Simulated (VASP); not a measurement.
Wanted: the native input for a VASP 6.6.1 run.

* Task: relaxation of cell and atoms
* Functional: PBEsol
* Potentials or basis: VASP PAW PBE potentials, release 64 (Se)
* Cutoff: 600 eV
* k mesh: 12 × 12 × 8
* Occupations: gaussian, width 0.02 eV
* Spin: no spin polarisation
* Dipole correction: no
* Further INCAR settings: ALGO = Normal; EDIFF = 1e-07; IBRION = 2; EDIFFG = -0.005; NSW = 70; ISIF = 3

The structure of Se lies in POSCAR:

```
Se
1.0
    4.0681465709      0.0000000000      0.0000000000
   -2.0340732855      3.5231182767      0.0000000000
    0.0000000000      0.0000000000      5.1277306261
Se
3
Direct
    0.2473450702      0.0000000000      0.3333333333
    0.0000000000      0.2473450702      0.6666666667
    0.7526549298      0.7526549298      0.0000000000
```

The input as run:

INCAR

```
SYSTEM = Se
  ALGO = Normal
  EDIFF = 1E-7
  EDIFFG = -0.005
  ENCUT = 600
  GGA = PS
  IBRION = 2
  ISIF = 3
  ISMEAR = 0
  LASPH = .TRUE.
  LCHARG = .FALSE.
  LREAL = .FALSE.
  LWAVE = .FALSE.
  NELM = 60
  NSW = 70
  PREC = Accurate
  SIGMA = 0.02
```

KPOINTS

```
k-points
0
G
  12 12 8
  0 0 0
```

Potentials or basis: VASP PAW PBE potentials, release 64 (Se).

Command:

```console
$ cat potpaw_PBE.64/Se/POTCAR > POTCAR
$ mpirun -np 1 vasp_std > vasp.out
```

It gave:

* Relaxed volume: 24.10 Å³/atom
* Relaxed cell: a = 4.035 Å, b = 4.035 Å, c = 5.128 Å, α = 90.00°, β = 90.00°, γ = 120.00°
* Space group after relaxing (to 0.1 Å): P3_121 (No. 152)
* Energy gained by relaxing: 0.5 meV/atom
* Ionic steps: 10
* Pressure after relaxing: 0.0 GPa
* Band gap on the k mesh: 0.42 eV

Caveat: semilocal functionals underestimate gaps, and a narrow one can read as zero; the PAW data sets were made with another functional, which shifts forces and pressure a little.

Run time: 15 min on 1 thread of Intel Xeon 8259CL, with other jobs on the host, peak memory 0.33 GiB.
